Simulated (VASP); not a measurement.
# ScAl (Pm-3m) in VASP: notebook

The runs below take ScAl through single point, with r2SCAN.

Everything below comes from runs of VASP 6.6.1. Logs are shortened: lines on timing, memory, paths and dates and some standing lists are left out, and cuts for length are marked.

## Step 1: The cell of the first run

The structure is cubic, space group Pm-3m (No. 221). Conventional cell: a = 3.369 Å, b = 3.369 Å, c = 3.369 Å, α = 90.00°, β = 90.00°, γ = 90.00°. Sc (site symmetry m-3m) has 8 Al at 2.92 Å and 6 Sc at 3.37 Å within 3.8 Å. Within 3.8 Å of Al (site symmetry m-3m) lie 8 Sc at 2.92 Å and 6 Al at 3.37 Å.

## Step 2: Single point, r2SCAN

The input, POSCAR:

```
ScAl
1.0
    3.3690951359      0.0000000000      0.0000000000
    0.0000000000      3.3690951359      0.0000000000
    0.0000000000      0.0000000000      3.3690951359
Sc Al
1 1
Direct
    0.5000000000      0.5000000000      0.5000000000
    0.0000000000      0.0000000000      0.0000000000
```

The input, INCAR.step1:

```
ALGO = Normal ; EDIFF = 1E-4
ENCUT = 520 ; GGA = PE
ISMEAR = 0 ; LASPH = T
LCHARG = F ; LREAL = F
LWAVE = T ; NBANDS = 14
NELM = 100 ; PREC = Accurate
SIGMA = 0.1
```

The input, INCAR.step2:

```
ALGO = Normal ; EDIFF = 1E-6
ENCUT = 520 ; ISIF = 2
ISMEAR = 0 ; ISTART = 1
LASPH = T ; LCHARG = T
LELF = T ; LMIXTAU = T
LREAL = F ; LVHAR = T
LWAVE = F ; METAGGA = R2SCAN
NBANDS = 14 ; NELM = 100
PREC = Accurate ; SIGMA = 0.1
```

The input, KPOINTS:

```
k-points
0
Gamma
  16 16 16
```

Potentials or basis: VASP PAW PBE potentials, release 64 (Sc_sv, Al).

Command:

```console
cat potpaw_PBE.64/Sc_sv/POTCAR potpaw_PBE.64/Al/POTCAR > POTCAR
cp INCAR.step1 INCAR
mpirun -np 1 vasp_std > vasp.out
cp INCAR.step2 INCAR
mpirun -np 1 vasp_std > vasp.out
```

OUTCAR:

```text
EDIFF = 1E-6
   ENCUT = 520
   ISIF = 2
   ISMEAR = 0
   ISTART = 1
   LASPH = T
   LREAL = F
   METAGGA = R2SCAN
   NELM = 100
   PREC = Accurate

 ion  position               nearest neighbor table
   1  0.500  0.500  0.500-   2 2.92   2 2.92   2 2.92   2 2.92   2 2.92   2 2.92   2 2.92   2 2.92

   2  0.000  0.000  0.000-   1 2.92   1 2.92   1 2.92   1 2.92   1 2.92   1 2.92   1 2.92   1 2.92

  LATTYP: Found a simple cubic cell.
 ALAT       =     3.3690951359

  Lattice vectors:

 A1 = (   3.3690951359,   0.0000000000,   0.0000000000)
 A2 = (   0.0000000000,   3.3690951359,   0.0000000000)
 A3 = (   0.0000000000,   0.0000000000,   3.3690951359)

Analysis of symmetry for initial positions (statically):
=====================================================================
 Subroutine PRICEL returns:
 Original cell was already a primitive cell.

 Routine SETGRP: Setting up the symmetry group for a
 simple cubic supercell.

 Subroutine GETGRP returns: Found 48 space group operations
 (whereof 48 operations were pure point group operations)
 out of a pool of 48 trial point group operations.

The static configuration has the point symmetry O_h .

Analysis of symmetry for dynamics (positions and initial velocities):
=====================================================================
 Subroutine PRICEL returns:
 Original cell was already a primitive cell.

 Routine SETGRP: Setting up the symmetry group for a
 simple cubic supercell.

 Subroutine GETGRP returns: Found 48 space group operations
 (whereof 48 operations were pure point group operations)
 out of a pool of 48 trial point group operations.

The dynamic configuration has the point symmetry O_h .

 Subroutine INISYM returns: Found 48 space group operations
 (whereof 48 operations are pure point group operations),
 and found     1 'primitive' translations

----------------------------------------------------------------------------------------

                                     Primitive cell

  volume of cell :      38.2419

  direct lattice vectors                    reciprocal lattice vectors
     3.369095136  0.000000000  0.000000000     0.296815602  0.000000000  0.000000000
     0.000000000  3.369095136  0.000000000     0.000000000  0.296815602  0.000000000
     0.000000000  0.000000000  3.369095136     0.000000000  0.000000000  0.296815602

  length of vectors
     3.369095136  3.369095136  3.369095136     0.296815602  0.296815602  0.296815602

  position of ions in fractional coordinates (direct lattice)
     0.500000000  0.500000000  0.500000000
     0.000000000  0.000000000  0.000000000

  ion indices of the primitive-cell ions
   primitive index   ion index
                 1           1
                 2           2

----------------------------------------------------------------------------------------

 KPOINTS: k-points

Automatic generation of k-mesh.
 Grid dimensions read from file:
 generate k-points for:   16   16   16

 Generating k-lattice:

  Cartesian coordinates                     Fractional coordinates (reciprocal lattice)
     0.018550975  0.000000000  0.000000000     0.062500000  0.000000000  0.000000000
     0.000000000  0.018550975  0.000000000     0.000000000  0.062500000  0.000000000
     0.000000000  0.000000000  0.018550975     0.000000000  0.000000000  0.062500000

  Length of vectors
     0.018550975  0.018550975  0.018550975

  Shift w.r.t. Gamma in fractional coordinates (k-lattice)
     0.000000000  0.000000000  0.000000000

 Subroutine IBZKPT returns following result:
 ===========================================

 Found    165 irreducible k-points:

 Following reciprocal coordinates:
            Coordinates               Weight
  0.000000  0.000000  0.000000      1.000000
  0.062500  0.000000  0.000000      6.000000
  0.125000  0.000000  0.000000      6.000000
  0.187500  0.000000  0.000000      6.000000
  0.250000  0.000000  0.000000      6.000000
  0.312500  0.000000  0.000000      6.000000
[... 16 lines left out ...]
  0.437500  0.125000  0.000000     24.000000
  0.500000  0.125000  0.000000     12.000000
 [... further k-points ...]
   k-points           NKPTS =    165   k-points in BZ     NKDIM =    165   number of bands    NBANDS=     14
   number of dos      NEDOS =    301   number of ions     NIONS =      2
   total plane-waves  NPLWV =  21952
   dimension x,y,z NGX =    28 NGY =   28 NGZ =   28
   dimension x,y,z NGXF=    56 NGYF=   56 NGZF=   56
   ions per type =               1   1
   NGX,Y,Z   is equivalent  to a cutoff of  13.82, 13.82, 13.82 a.u.
   NGXF,Y,Z  is equivalent  to a cutoff of  27.63, 27.63, 27.63 a.u.
 SYSTEM =  unknown system
   PREC   = accura    normal or accurate (medium, high low for compatibility)
   ISTART =      1    job   : 0-new  1-cont  2-samecut
   ICHARG =      0    charge: 1-file 2-atom 10-const
   ISPIN  =      1    spin polarized calculation?
   LNONCOLLINEAR =      F non collinear calculations
   LSORBIT =      F    spin-orbit coupling
   LASPH  =      T    aspherical Exc in radial PAW
   ENCUT  =  520.0 eV  38.22 Ry    6.18 a.u.   6.26  6.26  6.26*2*pi/ulx,y,z
   NELM   =    100;   NELMIN=  2; NELMDL=  0     # of ELM steps
   EDIFF  = 0.1E-05   stopping-criterion for ELM
   LREAL  =      F    real-space projection
   EDIFFG = 0.1E-04   stopping-criterion for IOM
   NSW    =      0    number of steps for IOM
   IBRION =     -1    ionic relax: 0-MD 1-quasi-New 2-CG
   NFREE  =      0    steps in history (QN), initial steepest desc. (CG)
   ISIF   =      2    stress and relaxation
   ISYM   =      2    0-nonsym 1-usesym 2-fastsym
   POTIM  = 0.5000    time-step for ionic-motion
   TEBEG  =    0.0;   TEEND  =   0.0 temperature during run
   PSTRESS=    0.0 pullay stress
   NELECT =      14.0000    total number of electrons
   NUPDOWN=      -1.0000    fix difference up-down
   EMIN   =  10.00;   EMAX   =-10.00  energy-range for DOS
   EFERMI =   0.00;   METHOD = LEGACY
   ISMEAR =     0;   SIGMA  =   0.10  broadening in eV -4-tet -1-fermi 0-gaus
   EFERMI_NEDOS =   21; number of points for ismear=-14 and -15
   IALGO  =     38    algorithm
   IMIX   =      4    mixing-type and parameters
     AMIX     =   0.40;   BMIX     =  1.00
     AMIX_MAG =   1.60;   BMIX_MAG =  1.00
  volume/ion in A,a.u.               =      19.12       129.03
  Fermi-wavevector in a.u.,A,eV,Ry     =   1.171128  2.213110 18.660934  1.371540
  Thomas-Fermi vector in A             =   2.307576
   LORBIT       =      0    0 simple, 1 ext, 2 COOP (PROOUT), +10 PAW based schemes
   METAGGA = R2SCAN    functional components
   LHFCALC =     F    Hartree Fock is set to
   AEXX    =    0.0000 exact exchange contribution
   IVDW    =     0    specifies the selected vdW correction
   LEPSILON=     F    determine dielectric tensor
   LRPA    =     F    only Hartree local field effects (RPA)
 non-spin polarized calculation
 Gauss-broadening in eV      SIGMA  =   0.10
  energy-cutoff  :      520.00
  volume of cell :       38.24
 maximum number of plane-waves:      1064
 NGX is ok and might be reduce to    28
   NGX = 13   NGY = 13   NGZ = 13

 number of electron      14.0000002 magnetization

 Free energy of the ion-electron system (eV)
  ---------------------------------------------------
  ext. energy  EPLUGINS =         0.00000000
  ---------------------------------------------------
  free energy    TOTEN  =       -19.06155066 eV

  energy without entropy =      -19.05783552  energy(sigma->0) =      -19.05969309

 E-fermi :   6.1661     XC(G=0): -11.0333

 val. band max:        6.1657891652   @ k =   0.4375   0.3750   0.0625
 cond. band min:       6.1766866983   @ k =   0.5000   0.3750   0.1250
 fundamental gap:      0.0108975330
 Fermi energy:         6.1661211016

 k-point     1 :       0.0000    0.0000    0.0000
  band No.  band energies     occupation
      1     -45.4462      2.00000
      2     -23.0576      2.00000
      3     -23.0576      2.00000
      4     -23.0576      2.00000
      5      -2.8917      2.00000
      6       5.4447      2.00000
      7       5.4447      2.00000
      8       9.1099      0.00000
      9       9.1099      0.00000
     10       9.1099      0.00000
     11      10.0315      0.00000
     12      10.0315      0.00000
     13      10.0315      0.00000
     14      15.0377      0.00000

 k-point     2 :       0.0625    0.0000    0.0000
  band No.  band energies     occupation
      1     -45.4456      2.00000
      2     -23.0649      2.00000
      3     -23.0569      2.00000
      4     -23.0569      2.00000
      5      -2.8325      2.00000
      6       5.3786      2.00000
      7       5.4760      2.00000
      8       8.8732      0.00000
      9       8.8732      0.00000
     10       9.1187      0.00000
     11       9.8652      0.00000
     12      10.3073      0.00000
     13      10.3073      0.00000
     14      14.9344      0.00000

 k-point     3 :       0.1250    0.0000    0.0000
  band No.  band energies     occupation
      1     -45.4439      2.00000
      2     -23.0857      2.00000
      3     -23.0551      2.00000
      4     -23.0551      2.00000
      5      -2.6565      2.00000
      6       5.1489      2.00000
      7       5.5678      2.00000
      8       8.4640      0.00000
      9       8.4640      0.00000
     10       9.1439      0.00000
     11       9.5420      0.00000
     12      10.8359      0.00000
     13      10.8359      0.00000
     14      14.6409      0.00000
[... 324 lines left out ...]
 k-point    23 :       0.4375    0.1250    0.0000
  band No.  band energies     occupation
      1     -45.4291      2.00000
      2     -23.2353      2.00000
      3     -23.0674      2.00000
      4     -23.0386      2.00000
      5      -0.1591      2.00000
      6       1.8681      2.00000
      7       6.3247      0.02493
      8       6.7471      0.00000
      9       7.1849      0.00000
     10       9.0452      0.00000
     11      10.1127      0.00000
     12      12.4536      0.00000
     13      13.5957      0.00000
     14      14.4753      0.00000

 k-point    24 :       0.5000    0.1250    0.0000
  band No.  band energies     occupation
      1     -45.4285      2.00000
      2     -23.2423      2.00000
      3     -23.0667      2.00000
      4     -23.0380      2.00000
      5       0.1748      2.00000
      6       1.4755      2.00000
      7       6.5353      0.00000
      8       6.5482      0.00000
      9       7.1435      0.00000
     10       9.0587      0.00000
     11      10.1887      0.00000
     12      12.4777      0.00000
     13      13.9465      0.00000
     14      14.4701      0.00000

 [... further k-points ...]
[... 5 lines left out ...]
  --------------------------------------------------------------------------------------
  -------------------------------------------------------------------------------------
  Total        0.0650660      0.0650660      0.0650660      0.0000000      0.0000000      0.0000000
  in kB        2.7259924      2.7259924      2.7259924      0.0000000      0.0000000      0.0000000
  external PRESSURE =       2.7259924 kB  Pullay stress =       0.0000000 kB

 VOLUME and BASIS-vectors are now :
 -----------------------------------------------------------------------------
  energy-cutoff  :      520.00
  volume of cell :       38.24
      direct lattice vectors                 reciprocal lattice vectors
     3.369095136  0.000000000  0.000000000     0.296815602  0.000000000  0.000000000
     0.000000000  3.369095136  0.000000000     0.000000000  0.296815602  0.000000000
     0.000000000  0.000000000  3.369095136     0.000000000  0.000000000  0.296815602

 POSITION                                       TOTAL-FORCE (eV/Angst)
 -----------------------------------------------------------------------------------
      1.68455      1.68455      1.68455         0.000000      0.000000      0.000000
      0.00000      0.00000      0.00000         0.000000      0.000000      0.000000
 -----------------------------------------------------------------------------------
    total drift:                                0.000000      0.000000      0.000000

  FREE ENERGIE OF THE ION-ELECTRON SYSTEM (eV)
  ---------------------------------------------------
  free  energy   TOTEN  =       -19.0615506601 eV

  energy  without entropy=      -19.0578355165  energy(sigma->0) =      -19.05969309
```

It took 5.7 min on 1 thread of Intel Xeon Platinum 8488C (Sapphire Rapids), shared host; peak memory 0.23 GiB.

What came out:

| Item | Value |
| --- | --- |
| Free energy | -19.0616 eV |
| Pressure | 0.3 GPa |
| Band gap on the k mesh | zero (band 7 reaches 6.54 eV, above the bottom of band 8 at 5.28 eV) |

Caveat: the PAW data sets were made with another functional, which shifts forces and pressure a little.

## Step 3: Single point, r2SCAN (equal strain along all axes, cell held: +2.0 %)

The input, POSCAR:

```
ScAl
1.0
    3.4364770386      0.0000000000      0.0000000000
    0.0000000000      3.4364770386      0.0000000000
    0.0000000000      0.0000000000      3.4364770386
Sc Al
1 1
Direct
    0.5000000000      0.5000000000      0.5000000000
    0.0000000000      0.0000000000      0.0000000000
```

The input, INCAR.step1:

```
  PREC = Accurate
  ENCUT = 520
  ISMEAR = 0
  SIGMA = 0.1
  LREAL = F
  LASPH = T
  NELM = 60
  NBANDS = 14
  GGA = PE
  ALGO = Normal
  EDIFF = 1E-4
  LWAVE = T
  LCHARG = F
```

The input, INCAR.step2:

```
  PREC = Accurate
  ENCUT = 520
  EDIFF = 1E-7
  ISMEAR = 0
  SIGMA = 0.1
  LREAL = F
  LASPH = T
  NELM = 60
  ALGO = Normal
  ISIF = 2
  LWAVE = F
  LCHARG = F
  METAGGA = R2SCAN
  LMIXTAU = T
  NBANDS = 14
  ISTART = 1
```

The input, KPOINTS:

```
regular mesh
0
Gamma
  16 16 16
```

Potentials or basis: VASP PAW PBE potentials, release 64 (Sc_sv, Al).

Command:

```console
cat potpaw_PBE.64/Sc_sv/POTCAR potpaw_PBE.64/Al/POTCAR > POTCAR
cp INCAR.step1 INCAR
mpirun -np 1 vasp_std > vasp.out
cp INCAR.step2 INCAR
mpirun -np 1 vasp_std > vasp.out
```

Run time: 6.9 min. Hardware: 1 thread of Intel Xeon Platinum 8488C (Sapphire Rapids), shared host; peak memory 0.24 GiB.

It converged, with:

- Free energy: -19.0322 eV
- Pressure: -4.1 GPa
- Band gap on the k mesh: zero (band 7 reaches 6.08 eV, above the bottom of band 8 at 4.85 eV)

Levels at points of the mesh, in eV from the Fermi level:
```csv
k point,band 4,band 5,band 6,band 7,band 8,band 9,band 10,band 11
"(0.00, 0.00, 0.00)",-29.41,-8.82,-0.62,-0.62,2.76,2.76,2.76,3.61
"(0.50, 0.00, 0.00)",-29.40,-6.04,-4.79,0.34,0.83,0.83,2.97,3.76
"(0.50, 0.50, 0.00)",-29.38,-4.86,-2.15,-2.15,-0.86,1.61,1.61,3.64
"(0.50, 0.50, 0.50)",-29.52,-2.61,-2.61,-2.61,-0.59,2.72,2.72,2.72
```

Caveat: the cell differs from its parent crystal (equal strain along all axes, cell held: +2.0 %); the PAW data sets were made with another functional, which shifts forces and pressure a little.

## Step 4: Single point, r2SCAN (equal strain along all axes, cell held: +4.0 %)

The input, POSCAR:

```
ScAl
1.0
    3.5038589413      0.0000000000      0.0000000000
    0.0000000000      3.5038589413      0.0000000000
    0.0000000000      0.0000000000      3.5038589413
Sc Al
1 1
Direct
    0.5000000000      0.5000000000      0.5000000000
    0.0000000000      0.0000000000      0.0000000000
```

The input, INCAR.step1:

```
PREC = Accurate
ENCUT = 520
ISMEAR = 0
SIGMA = 0.1
LREAL = F
LASPH = T
NELM = 80
NBANDS = 14
GGA = PE
ALGO = Normal
EDIFF = 1E-4
LWAVE = T
LCHARG = F
```

The input, INCAR.step2:

```
PREC = Accurate
ENCUT = 520
EDIFF = 1E-7
ISMEAR = 0
SIGMA = 0.1
LREAL = F
LASPH = T
NELM = 80
ALGO = Normal
ISIF = 2
LWAVE = F
LCHARG = T
METAGGA = R2SCAN
LMIXTAU = T
LELF = T
LVHAR = T
NBANDS = 14
ISTART = 1
```

The input, KPOINTS:

```
Automatic mesh
0
Gamma
  16 16 16
```

Command:

```console
cat potpaw_PBE.64/Sc_sv/POTCAR potpaw_PBE.64/Al/POTCAR > POTCAR
cp INCAR.step1 INCAR
mpirun -np 1 vasp_std > vasp.out
cp INCAR.step2 INCAR
mpirun -np 1 vasp_std > vasp.out
```

Run time: 7.8 min. Hardware: 1 thread of Intel Xeon Platinum 8488C (Sapphire Rapids), shared host; peak memory 0.24 GiB.

The run converged. Its results:

* Free energy: -18.9439 eV
* Pressure: -7.4 GPa
* Band gap on the k mesh: zero (band 7 reaches 5.65 eV, above the bottom of band 8 at 4.43 eV)

Levels at points of the mesh, in eV from the Fermi level:
```csv
k point,band 4,band 5,band 6,band 7,band 8,band 9,band 10,band 11
"(0.00, 0.00, 0.00)",-29.59,-8.59,-0.54,-0.54,2.58,2.58,2.58,3.39
"(0.50, 0.00, 0.00)",-29.58,-5.96,-4.64,0.34,0.78,0.78,2.77,3.48
"(0.50, 0.50, 0.00)",-29.57,-4.75,-2.13,-2.13,-0.83,1.53,1.53,3.39
"(0.50, 0.50, 0.50)",-29.68,-2.46,-2.46,-2.46,-0.85,2.57,2.57,2.57
```

Caveat: the cell differs from its parent crystal (equal strain along all axes, cell held: +4.0 %); the PAW data sets were made with another functional, which shifts forces and pressure a little.

## Step 5: Overview

```csv
cell,gap on the mesh (eV),pressure (GPa)
"a = 3.369 Å, 2 atoms",none,0.3
"a = 3.436 Å, 2 atoms",none,-4.1
"a = 3.504 Å, 2 atoms",none,-7.4
```

Alike in all rows: task single point; level r2SCAN; potentials or basis VASP PAW PBE potentials, release 64 (Sc_sv, Al); no spin polarisation; k mesh 16 × 16 × 16; cutoff (eV) 520; smearing gaussian 0.1 eV.

Caveats: the PAW data sets were made with another functional, which shifts forces and pressure a little.

Absolute energies hang on the potentials; compare differences alone.
